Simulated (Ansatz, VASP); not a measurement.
Two plane-wave programs on Au

File INCAR:

```
  ALGO = Normal
  EDIFF = 1E-6
  ENCUT = 500
  GGA = PE
  GGA_COMPAT = F
  ISIF = 2
  ISMEAR = 0
  LASPH = T
  LCHARG = T
  LELF = T
  LREAL = F
  LVHAR = T
  LWAVE = F
  NBANDS = 18
  NELM = 120
  PREC = Accurate
  SIGMA = 0.1
```

KPOINTS

```
k-points
0
Gamma
  4 4 2
```

POSCAR

```
Au
1.0
    1.4113099650     -2.5559330250      0.0000000000
    1.4113099650      2.5559330250      0.0000000000
    0.0000000000      0.0000000000      4.8931696100
Au
2
Direct
    0.6653279700      0.3346720300      0.2500000000
    0.3346720300      0.6653279700      0.7500000000
```

Input for Ansatz:

```yaml
crystal:
  lattice:
    - [1.411309965, -2.555933025, 0.0]
    - [1.411309965, 2.555933025, 0.0]
    - [0.0, 0.0, 4.89316961]
  atoms:
    - { symbol: Au, position: [0.66532797, 0.33467203, 0.25] }
    - { symbol: Au, position: [0.33467203, 0.66532797, 0.75] }
basis:
  ecutwfc: 420
kpoints:
  mp_grid: { grid: [4, 4, 2] }
hamiltonian:
  xc: pbe
scf:
  occupations: { method: gaussian, width: 0.1 }
  mixing: { algorithm: anderson, ndim: 2 }
  eigensolver: { mixed_precision: false }
  max_iter: 81
output:
  forces: true
  stress: true
  eigenvalues: true
  populations: true
```

Alike in both runs: task single point; functional PBE; k mesh 4 × 4 × 2; occupations gaussian, width 0.1 eV; no spin polarisation.

```csv
,VASP,Ansatz
version,VASP 6.6.1,Ansatz 0.2.0
potentials or method,"VASP PAW PBE potentials, release 64 (Au), cutoff 500 eV","scalar-relativistic, plane waves, PAW"
valence electrons in the cell,22,38
```

VASP gave:

| Quantity | Value |
| --- | --- |
| gap on the k mesh at the Fermi level (eV) | none |
| pressure (GPa) | 3.7 |
| traceless stress, the component that is largest in VASP (GPa) | -5.04 |
| rms of the force components (eV/Å) | 0.121 |

Estimate Ansatz's values.

gap on the k mesh at the Fermi level (eV): none; pressure (GPa): 4.0; traceless stress, the component that is largest in VASP (GPa): -5.03; rms of the force components (eV/Å): 0.121.

Atom by atom the forces differ by 0.000 eV/Å (rms over components). A gap of «none» marks a metal or a gap that the smearing closes. The functional is the same, so the differences come from potentials, cutoffs and numerics. VASP's potentials hold 22 valence electrons a cell and Ansatz's 38, so a difference there can come from the potentials and not from the codes.

The k mesh is coarse, so the values compare programs but aren't converged. Spin-orbit coupling is off throughout.
